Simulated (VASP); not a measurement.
# Sn2Pb: relaxation of shape and atoms at fixed volume with PBE

Crystal: Sn2Pb.

```
Sn Pb
1.0
     5.43790    0.00000    0.00000
    -2.71895    4.70936    0.00000
     0.00000    0.00000    3.20648
Sn Pb
2 1
Direct
  0.33333 0.66667 0.50000
  0.66667 0.33333 0.50000
  0.00000 0.00000 0.00000
```

```
Program                : VASP 6.6.1
Task                   : relaxation of shape and atoms at fixed volume
Functional             : PBE
Potentials or basis    : VASP PAW PBE potentials, release 64 (Sn_d, Pb_d)
Cutoff                 : 600 eV
k mesh                 : 6 × 6 × 12
Occupations            : gaussian, width 0.1 eV
Spin                   : no spin polarisation
Dipole correction      : no
Further INCAR settings : ALGO = Fast; EDIFF = 1e-06; IBRION = 2; EDIFFG = -0.01; NSW = 50; ISIF = 4
```

```yaml
Pressure_after_relaxing: 3.3 GPa
Band_gap_on_the_k_mesh: zero (bands 21 and 22 overlap by 3.90 eV)
```

Final structure:
```
CELL_PARAMETERS angstrom
5.43790 0.00000 0.00000
-2.71895 4.70936 0.00000
0.00000 0.00000 3.20648
ATOMIC_POSITIONS crystal
Sn 0.33333 0.66667 0.50000
Sn 0.66667 0.33333 0.50000
Pb 0.00000 0.00000 0.00000
```

Levels at points of the mesh, in eV from the Fermi level:
```
           k point  band 17  band 18  band 19  band 20  band 21  band 22  band 23  band 24  band 25
(0.00, 0.00, 0.00)    -6.80    -5.53    -2.56    -2.56    -2.51    -2.51     3.62     7.32     8.08
(0.50, 0.00, 0.00)    -9.35    -6.98    -4.51     0.64     1.11     2.65     2.95     3.98     5.61
(0.00, 0.00, 0.50)    -7.82    -2.55    -2.19    -1.08    -0.60    -0.52    -0.52     1.02     1.02
(0.50, 0.00, 0.50)    -6.41    -5.73    -3.99    -2.57    -1.84    -1.30     0.37     3.44     4.57
```

Run time: 2.6 min on 1 thread of Oxide Virtual Turin-like Processor, on a shared host, peak memory 0.28 GiB.

Caveat: spin-orbit coupling is left out, which moves the levels of the heavy elements.
